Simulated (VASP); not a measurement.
Write the native input for VASP 6.6.1 that does the following.

* Task: single point
* Functional: PBE
* Dispersion: D4
* Potentials or basis: VASP PAW PBE potentials, release 64 (Ni_sv_GW)
* Cutoff: 590 eV
* k mesh: 13 × 13 × 13
* Occupations: tetrahedron
* Spin: collinear spin, ferromagnetic start
* Starting moments: [1.0] μB
* Hubbard terms: Ni d U = 3.5 eV
* Dipole correction: no
* Second run: valence_matched
* Further INCAR settings: ALGO = Normal; EDIFF = 1e-06; NBANDS = 19

The structure of Ni lies in POSCAR:

```
Ni
1.0
    0.0000000000      1.6539128650      1.6539128650
    1.6539128650      0.0000000000      1.6539128650
    1.6539128650      1.6539128650      0.0000000000
Ni
1
Direct
    0.0000000000      0.0000000000      0.0000000000
```

These files were run (other wordings do the same):

INCAR

```
SYSTEM = Ni
PREC = Accurate
ENCUT = 590
EDIFF = 1E-6
ISMEAR = -5
SIGMA = 0.05
LREAL = .False.
LASPH = .True.
NELM = 200
ALGO = Normal
ISIF = 2
LWAVE = .False.
LCHARG = .False.
ISPIN = 2
MAGMOM = 1
LORBIT = 11
LMAXMIX = 4
LDAU = .True.
LDAUTYPE = 2
LDAUL = 2
LDAUU = 3.5
LDAUJ = 0
LDAUPRINT = 1
GGA = PE
IVDW = 13
NBANDS = 19
GGA_COMPAT = .False.
```

KPOINTS

```
Automatic mesh
0
Gamma
  13 13 13
  0 0 0
```

Potentials or basis: VASP PAW PBE potentials, release 64 (Ni_sv_GW).

The run is started by

```bash
$ cat potpaw_PBE.64/Ni_sv_GW/POTCAR > POTCAR
$ mpirun -np 1 vasp_std > vasp.out
```

It gave:

The pressure is 41.8 GPa and the net moment is 0.69 μB per cell. The site moments are Ni +0.75 μB, the valence electrons inside the program's atomic spheres are Ni 16.60 and the dispersion energy per atom is -0.538 eV.

Caveat: pairwise dispersion overbinds metals, which lowers pressure and volume; the U is typed as a test and isn't derived for this compound; tetrahedron occupations give inexact forces and stress in metals.

Wall time 48 s on 1 thread of Intel(R) Xeon(R) Platinum 8259CL CPU @ 2.50GHz (Skylake/Cascade Lake), on a shared host, peak memory 0.16 GiB.
